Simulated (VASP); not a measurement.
# GaN (R-3m) in VASP: further runs

The runs below take GaN through single point, with PBE.

Everything below comes from runs of VASP 6.6.1. Logs are shortened: lines on timing, memory, paths and dates and some standing lists are left out, and cuts for length are marked.

## Step 1: The cell of the first run

The structure is trigonal, space group R-3m (No. 166). The conventional cell has a = 2.804 Å, b = 2.804 Å, c = 6.971 Å, α = 90.00°, β = 90.00°, γ = 120.00°. Ga (site symmetry -3m) has 6 N at 1.99 Å within 2.6 Å. Within 2.6 Å of N (site symmetry -3m) lie 6 Ga at 1.99 Å.

## Step 2: Single point, PBE (equal xy, yz and zx shear strains of +1 %)

The input, INCAR:

```
PREC = Accurate ; ENCUT = 520
EDIFF = 1E-7 ; ISMEAR = -1
SIGMA = 0.02 ; LREAL = F
LASPH = T ; NELM = 60
ALGO = Normal ; ISIF = 2
LWAVE = F ; LCHARG = F
GGA = PE ; NBANDS = 16
```

The input, KPOINTS:

```
regular mesh
0
Gamma
  13 13 13
```

The input, POSCAR:

```
GaN
1.0
    0.0199250000      2.0024625000      2.0024625000
    2.0024625000      0.0199250000      2.0024625000
    2.0024625000      2.0024625000      0.0199250000
Ga N
1 1
Direct
    0.5000000000      0.5000000000      0.5000000000
    0.0000000000      0.0000000000      0.0000000000
```

Potentials or basis: VASP PAW PBE potentials, release 64 (Ga_d, N).

Command:

```bash
$ cat potpaw_PBE.64/Ga_d/POTCAR potpaw_PBE.64/N/POTCAR > POTCAR
$ mpirun -np 1 vasp_std > vasp.out
```

OUTCAR:

```text
PREC = Accurate
   ENCUT = 520
   EDIFF = 1E-7
   ISMEAR = -1
   LREAL = F
   LASPH = T
   NELM = 60
   ISIF = 2
   GGA = PE

 ion  position               nearest neighbor table
   1  0.500  0.500  0.500-   2 1.99   2 1.99   2 1.99   2 1.99   2 1.99   2 1.99
   2  0.000  0.000  0.000-   1 1.99   1 1.99   1 1.99   1 1.99   1 1.99   1 1.99

  LATTYP: Found a trigonal (rhomboedric) cell.
 ALAT       =     2.8319797198
 COS(alpha) =     0.5099250056

  Lattice vectors:

 A1 = (   0.0199250000,   2.0024625000,   2.0024625000)
 A2 = (   2.0024625000,   0.0199250000,   2.0024625000)
 A3 = (   2.0024625000,   2.0024625000,   0.0199250000)

Analysis of symmetry for initial positions (statically):
=====================================================================
 Subroutine PRICEL returns:
 Original cell was already a primitive cell.

 Routine SETGRP: Setting up the symmetry group for a
 trigonal (rhombohedral) supercell.

 Subroutine GETGRP returns: Found 12 space group operations
 (whereof 12 operations were pure point group operations)
 out of a pool of 12 trial point group operations.

The static configuration has the point symmetry D_3d.

Analysis of symmetry for dynamics (positions and initial velocities):
=====================================================================
 Subroutine PRICEL returns:
 Original cell was already a primitive cell.

 Routine SETGRP: Setting up the symmetry group for a
 trigonal (rhombohedral) supercell.

 Subroutine GETGRP returns: Found 12 space group operations
 (whereof 12 operations were pure point group operations)
 out of a pool of 12 trial point group operations.

The dynamic configuration has the point symmetry D_3d.

 Subroutine INISYM returns: Found 12 space group operations
 (whereof 12 operations are pure point group operations),
 and found     1 'primitive' translations

----------------------------------------------------------------------------------------

                                     Primitive cell

  volume of cell :      15.8195

  direct lattice vectors                    reciprocal lattice vectors
     0.019925000  2.002462500  2.002462500    -0.253450564  0.250953514  0.250953514
     2.002462500  0.019925000  2.002462500     0.250953514 -0.253450564  0.250953514
     2.002462500  2.002462500  0.019925000     0.250953514  0.250953514 -0.253450564

  length of vectors
     2.831979720  2.831979720  2.831979720     0.436110675  0.436110675  0.436110675

  position of ions in fractional coordinates (direct lattice)
     0.500000000  0.500000000  0.500000000
     0.000000000  0.000000000  0.000000000

  ion indices of the primitive-cell ions
   primitive index   ion index
                 1           1
                 2           2

----------------------------------------------------------------------------------------

 KPOINTS: regular mesh

Automatic generation of k-mesh.
 Grid dimensions read from file:
 generate k-points for:   13   13   13

 Generating k-lattice:

  Cartesian coordinates                     Fractional coordinates (reciprocal lattice)
    -0.019496197  0.019304116  0.019304116     0.076923077  0.000000000 -0.000000000
     0.019304116 -0.019496197  0.019304116     0.000000000  0.076923077 -0.000000000
     0.019304116  0.019304116 -0.019496197     0.000000000  0.000000000  0.076923077

  Length of vectors
     0.033546975  0.033546975  0.033546975

  Shift w.r.t. Gamma in fractional coordinates (k-lattice)
     0.000000000  0.000000000  0.000000000

 Subroutine IBZKPT returns following result:
 ===========================================

 Found    231 irreducible k-points:

 Following reciprocal coordinates:
            Coordinates               Weight
  0.000000  0.000000  0.000000      1.000000
  0.076923  0.000000 -0.000000      6.000000
  0.153846  0.000000  0.000000      6.000000
  0.230769  0.000000 -0.000000      6.000000
  0.307692  0.000000  0.000000      6.000000
  0.384615  0.000000  0.000000      6.000000
[... 16 lines left out ...]
  0.384615  0.153846  0.000000     12.000000
  0.461538  0.153846 -0.000000     12.000000
 [... further k-points ...]
   k-points           NKPTS =    231   k-points in BZ     NKDIM =    231   number of bands    NBANDS=     16
   number of dos      NEDOS =    301   number of ions     NIONS =      2
   total plane-waves  NPLWV =  13824
   dimension x,y,z NGX =    24 NGY =   24 NGZ =   24
   dimension x,y,z NGXF=    48 NGYF=   48 NGZF=   48
   ions per type =               1   1
   NGX,Y,Z   is equivalent  to a cutoff of  14.09, 14.09, 14.09 a.u.
   NGXF,Y,Z  is equivalent  to a cutoff of  28.18, 28.18, 28.18 a.u.
 SYSTEM =  unknown system
   PREC   = accura    normal or accurate (medium, high low for compatibility)
   ISTART =      0    job   : 0-new  1-cont  2-samecut
   ICHARG =      2    charge: 1-file 2-atom 10-const
   ISPIN  =      1    spin polarized calculation?
   LNONCOLLINEAR =      F non collinear calculations
   LSORBIT =      F    spin-orbit coupling
   LASPH  =      T    aspherical Exc in radial PAW
   ENCUT  =  520.0 eV  38.22 Ry    6.18 a.u.   5.27  5.27  5.27*2*pi/ulx,y,z
   NELM   =     60;   NELMIN=  2; NELMDL= -5     # of ELM steps
   EDIFF  = 0.1E-06   stopping-criterion for ELM
   LREAL  =      F    real-space projection
   EDIFFG = 0.1E-05   stopping-criterion for IOM
   NSW    =      0    number of steps for IOM
   IBRION =     -1    ionic relax: 0-MD 1-quasi-New 2-CG
   NFREE  =      0    steps in history (QN), initial steepest desc. (CG)
   ISIF   =      2    stress and relaxation
   ISYM   =      2    0-nonsym 1-usesym 2-fastsym
   POTIM  = 0.5000    time-step for ionic-motion
   TEBEG  =    0.0;   TEEND  =   0.0 temperature during run
   PSTRESS=    0.0 pullay stress
   NELECT =      18.0000    total number of electrons
   NUPDOWN=      -1.0000    fix difference up-down
   EMIN   =  10.00;   EMAX   =-10.00  energy-range for DOS
   EFERMI =   0.00;   METHOD = LEGACY
   ISMEAR =    -1;   SIGMA  =   0.02  broadening in eV -4-tet -1-fermi 0-gaus
   EFERMI_NEDOS =   21; number of points for ismear=-14 and -15
   IALGO  =     38    algorithm
   IMIX   =      4    mixing-type and parameters
     AMIX     =   0.40;   BMIX     =  1.00
     AMIX_MAG =   1.60;   BMIX_MAG =  1.00
  volume/ion in A,a.u.               =       7.91        53.38
  Fermi-wavevector in a.u.,A,eV,Ry     =   1.709103  3.229736 39.743053  2.921032
  Thomas-Fermi vector in A             =   2.787648
   LORBIT       =      0    0 simple, 1 ext, 2 COOP (PROOUT), +10 PAW based schemes
   GGA     = PE    functional components
   LHFCALC =     F    Hartree Fock is set to
   AEXX    =    0.0000 exact exchange contribution
   IVDW    =     0    specifies the selected vdW correction
   LEPSILON=     F    determine dielectric tensor
   LRPA    =     F    only Hartree local field effects (RPA)
 non-spin polarized calculation
  energy-cutoff  :      520.00
  volume of cell :       15.82
 maximum number of plane-waves:       441
 NGX is ok and might be reduce to    24
   NGX = 11   NGY = 11   NGZ = 11

 number of electron      17.9999998 magnetization

 Free energy of the ion-electron system (eV)
  ---------------------------------------------------
  ext. energy  EPLUGINS =         0.00000000
  ---------------------------------------------------
  free energy    TOTEN  =       -10.53155154 eV

  energy without entropy =      -10.53155154  energy(sigma->0) =      -10.53155154

 E-fermi :  10.8884     XC(G=0): -14.1212

 val. band max:       10.3595678878   @ k =   0.3846   0.2308   0.2308
 cond. band min:      12.2153800383   @ k =   0.4615   0.4615   0.0000
 fundamental gap:      1.8558121505
 Fermi energy:        10.8884045254

 k-point     1 :       0.0000    0.0000    0.0000
  band No.  band energies     occupation
      1      -8.9398      2.00000
      2      -3.6981      2.00000
      3      -3.6861      2.00000
      4      -3.6861      2.00000
      5      -3.5381      2.00000
      6      -3.5381      2.00000
[... 8 lines left out ...]
     15      28.8095      0.00000
     16      28.9080      0.00000

 k-point     2 :       0.0769    0.0000   -0.0000
  band No.  band energies     occupation
      1      -8.8015      2.00000
      2      -3.6983      2.00000
      3      -3.6875      2.00000
      4      -3.6724      2.00000
      5      -3.5569      2.00000
      6      -3.5544      2.00000
[... 8 lines left out ...]
     15      28.2949      0.00000
     16      28.4378      0.00000

 k-point     3 :       0.1538    0.0000    0.0000
  band No.  band energies     occupation
      1      -8.3931      2.00000
      2      -3.7299      2.00000
      3      -3.6976      2.00000
      4      -3.6713      2.00000
      5      -3.5712      2.00000
      6      -3.5629      2.00000
[... 8 lines left out ...]
     15      28.2152      0.00000
     16      28.5941      0.00000

 k-point     4 :       0.2308    0.0000   -0.0000
  band No.  band energies     occupation
      1      -7.7373      2.00000
      2      -3.7869      2.00000
      3      -3.7687      2.00000
      4      -3.7476      2.00000
      5      -3.5113      2.00000
      6      -3.5089      2.00000
[... 8 lines left out ...]
     15      29.2237      0.00000
     16      29.7030      0.00000

 k-point     5 :       0.3077    0.0000    0.0000
  band No.  band energies     occupation
      1      -6.8827      2.00000
      2      -3.8792      2.00000
      3      -3.8463      2.00000
      4      -3.8421      2.00000
      5      -3.4335      2.00000
      6      -3.4316      2.00000
[... 8 lines left out ...]
     15      30.8537      0.00000
     16      31.3797      0.00000

 k-point     6 :       0.3846    0.0000    0.0000
  band No.  band energies     occupation
      1      -5.9334      2.00000
      2      -3.9711      2.00000
      3      -3.9523      2.00000
      4      -3.9211      2.00000
      5      -3.3677      2.00000
      6      -3.3629      2.00000
[... 8 lines left out ...]
     15      32.9090      0.00000
     16      33.4724      0.00000

 k-point     7 :       0.4615    0.0000    0.0000
  band No.  band energies     occupation
      1      -5.1305      2.00000
      2      -4.1605      2.00000
      3      -4.0053      2.00000
      4      -3.9655      2.00000
      5      -3.3298      2.00000
      6      -3.3235      2.00000
[... 8 lines left out ...]
     15      35.1824      0.00000
     16      35.7658      0.00000

 k-point     8 :       0.0769    0.0769    0.0000
  band No.  band energies     occupation
      1      -8.7581      2.00000
      2      -3.7090      2.00000
      3      -3.6752      2.00000
      4      -3.6679      2.00000
      5      -3.5938      2.00000
      6      -3.5282      2.00000
[... 8 lines left out ...]
     15      29.3876      0.00000
     16      30.0783      0.00000

 k-point     9 :       0.1538    0.0769    0.0000
  band No.  band energies     occupation
      1      -8.4454      2.00000
      2      -3.7324      2.00000
      3      -3.6846      2.00000
      4      -3.6567      2.00000
      5      -3.6184      2.00000
      6      -3.5220      2.00000
[... 8 lines left out ...]
     15      29.6200      0.00000
     16      30.3854      0.00000
[... 172 lines left out ...]
 k-point    19 :      -0.0769    0.0769    0.0000
  band No.  band energies     occupation
      1      -8.5735      2.00000
      2      -3.7160      2.00000
      3      -3.6741      2.00000
      4      -3.6579      2.00000
      5      -3.6177      2.00000
      6      -3.5372      2.00000
[... 8 lines left out ...]
     15      28.6315      0.00000
     16      29.4624      0.00000

 k-point    20 :       0.1538    0.1538    0.0000
  band No.  band energies     occupation
      1      -8.2408      2.00000
      2      -3.7597      2.00000
      3      -3.7173      2.00000
      4      -3.6184      2.00000
      5      -3.6132      2.00000
      6      -3.5007      2.00000
[... 8 lines left out ...]
     15      32.3262      0.00000
     16      32.7165      0.00000

 k-point    21 :       0.2308    0.1538   -0.0000
  band No.  band energies     occupation
      1      -7.7981      2.00000
      2      -3.8011      2.00000
      3      -3.7712      2.00000
      4      -3.6130      2.00000
      5      -3.5533      2.00000
      6      -3.4664      2.00000
[... 8 lines left out ...]
     15      32.6129      0.00000
     16      33.0432      0.00000

 k-point    22 :       0.3077    0.1538    0.0000
  band No.  band energies     occupation
      1      -7.1648      2.00000
      2      -3.8701      2.00000
      3      -3.7869      2.00000
      4      -3.6705      2.00000
      5      -3.4458      2.00000
      6      -3.4000      2.00000
[... 8 lines left out ...]
     15      32.6131      0.00000
     16      33.7313      0.00000

 k-point    23 :       0.3846    0.1538    0.0000
  band No.  band energies     occupation
      1      -6.4409      2.00000
      2      -3.9447      2.00000
      3      -3.7658      2.00000
      4      -3.7492      2.00000
      5      -3.3404      2.00000
      6      -3.2711      2.00000
[... 8 lines left out ...]
     15      32.8703      0.00000
     16      35.1243      0.00000

 k-point    24 :       0.4615    0.1538   -0.0000
  band No.  band energies     occupation
      1      -5.8040      2.00000
      2      -4.0146      2.00000
      3      -3.8402      2.00000
      4      -3.7023      2.00000
      5      -3.3099      2.00000
      6      -3.0078      2.00000
[... 8 lines left out ...]
     15      33.2850      0.00000
     16      36.5065      0.00000

 [... further k-points ...]

------------------------ aborting loop because EDIFF is reached ----------------------------------------

  FORCE on cell =-STRESS in cart. coord.  units (eV):
  Direction    XX          YY          ZZ          XY          YZ          ZX
  --------------------------------------------------------------------------------------
  -------------------------------------------------------------------------------------
  Total        6.9435477      6.9435477      6.9435477     -0.2645017     -0.2645017     -0.2645017
  in kB      703.2333887    703.2333887    703.2333887    -26.7883803    -26.7883803    -26.7883803
  external PRESSURE =     703.2333887 kB  Pullay stress =       0.0000000 kB

 VOLUME and BASIS-vectors are now :
 -----------------------------------------------------------------------------
  energy-cutoff  :      520.00
  volume of cell :       15.82
      direct lattice vectors                 reciprocal lattice vectors
     0.019925000  2.002462500  2.002462500    -0.253450564  0.250953514  0.250953514
     2.002462500  0.019925000  2.002462500     0.250953514 -0.253450564  0.250953514
     2.002462500  2.002462500  0.019925000     0.250953514  0.250953514 -0.253450564

 POSITION                                       TOTAL-FORCE (eV/Angst)
 -----------------------------------------------------------------------------------
      2.01243      2.01243      2.01242        -0.000000      0.000000      0.000000
      0.00000      0.00000      0.00000         0.000000     -0.000000     -0.000000
 -----------------------------------------------------------------------------------
    total drift:                                0.000000     -0.000000      0.000000

  FREE ENERGIE OF THE ION-ELECTRON SYSTEM (eV)
  ---------------------------------------------------
  free  energy   TOTEN  =       -10.5315515447 eV

  energy  without entropy=      -10.5315515447  energy(sigma->0) =      -10.53155154
```

Wall time 26 s (1 thread of Intel Xeon 6975P-C (Granite Rapids), shared host); peak memory 0.18 GiB.

Results:

| Property | Result |
| --- | --- |
| Free energy | -10.5316 eV |
| Pressure | 70.3 GPa |
| Band gap on the k mesh | 1.86 eV (least direct gap 5.13 eV) |

Stress tensor (GPa, compression positive):
```
70.32 -2.68 -2.68
-2.68 70.32 -2.68
-2.68 -2.68 70.32
```

Caveat: the cell differs from its parent crystal (equal xy, yz and zx shear strains of +1 %); the cell stands under pressure; an odd mesh through Γ misses points on the zone boundary, where band edges can lie.

## Step 3: Single point, PBE (equal xy, yz and zx shear strains of +3 %)

The input, INCAR:

```
SYSTEM = GaN
ALGO = Normal
EDIFF = 1E-6
ENCUT = 520
GGA = PE
ISIF = 2
ISMEAR = -1
LASPH = .True.
LCHARG = .True.
LELF = .True.
LREAL = .False.
LVHAR = .True.
LWAVE = .False.
NBANDS = 16
NELM = 100
PREC = Accurate
SIGMA = 0.02
```

The input, KPOINTS:

```
k-points
0
Gamma
  13 13 13
  0 0 0
```

The input, POSCAR:

```
GaN
1.0
    0.0597750000      2.0223875000      2.0223875000
    2.0223875000      0.0597750000      2.0223875000
    2.0223875000      2.0223875000      0.0597750000
Ga N
1 1
Direct
    0.5000000000      0.5000000000      0.5000000000
    0.0000000000      0.0000000000      0.0000000000
```

Potentials or basis: VASP PAW PBE potentials, release 64 (Ga_d, N).

Command:

```bash
$ cat potpaw_PBE.64/Ga_d/POTCAR potpaw_PBE.64/N/POTCAR > POTCAR
$ mpirun -np 1 vasp_std > vasp.out
```

OUTCAR:

```text
SYSTEM = GaN
   EDIFF = 1E-6
   ENCUT = 520
   GGA = PE
   ISIF = 2
   ISMEAR = -1
   LASPH = .True.
   LREAL = .False.
   NELM = 100
   PREC = Accurate

 ion  position               nearest neighbor table
   1  0.500  0.500  0.500-   2 1.99   2 1.99   2 1.99   2 1.99   2 1.99   2 1.99
   2  0.000  0.000  0.000-   1 1.99   1 1.99   1 1.99   1 1.99   1 1.99   1 1.99

  LATTYP: Found a trigonal (rhomboedric) cell.
 ALAT       =     2.8607124027
 COS(alpha) =     0.5293254421

  Lattice vectors:

[... 643 lines left out ...]
------------------------ aborting loop because EDIFF is reached ----------------------------------------

  FORCE on cell =-STRESS in cart. coord.  units (eV):
  Direction    XX          YY          ZZ          XY          YZ          ZX
  --------------------------------------------------------------------------------------
  -------------------------------------------------------------------------------------
  Total        6.9684943      6.9684943      6.9684943     -0.8155120     -0.8155120     -0.8155120
  in kB      706.1790996    706.1790996    706.1790996    -82.6430396    -82.6430396    -82.6430396
  external PRESSURE =     706.1790996 kB  Pullay stress =       0.0000000 kB

 VOLUME and BASIS-vectors are now :
 -----------------------------------------------------------------------------
  energy-cutoff  :      520.00
  volume of cell :       15.81
      direct lattice vectors                 reciprocal lattice vectors
     0.059775000  2.022387500  2.022387500    -0.258472599  0.251052333  0.251052333
     2.022387500  0.059775000  2.022387500     0.251052333 -0.258472599  0.251052333
     2.022387500  2.022387500  0.059775000     0.251052333  0.251052333 -0.258472599

 POSITION                                       TOTAL-FORCE (eV/Angst)
 -----------------------------------------------------------------------------------
      2.05227      2.05227      2.05227         0.000000      0.000000     -0.000000
      0.00000      0.00000      0.00000        -0.000000     -0.000000      0.000000
 -----------------------------------------------------------------------------------
    total drift:                                0.000000     -0.000000      0.000000

  FREE ENERGIE OF THE ION-ELECTRON SYSTEM (eV)
  ---------------------------------------------------
  free  energy   TOTEN  =       -10.4955020131 eV

  energy  without entropy=      -10.4955020131  energy(sigma->0) =      -10.49550201
```

It took 24 s on 1 thread of Intel Xeon 6975P-C (Granite Rapids), shared host; peak memory 0.18 GiB.

Results:

```
Free energy            : -10.4955 eV
Pressure               : 70.6 GPa
Band gap on the k mesh : 1.71 eV (least direct gap 4.90 eV)
```

Caveat: the cell differs from its parent crystal (equal xy, yz and zx shear strains of +3 %); the cell stands under pressure; an odd mesh through Γ misses points on the zone boundary, where band edges can lie.
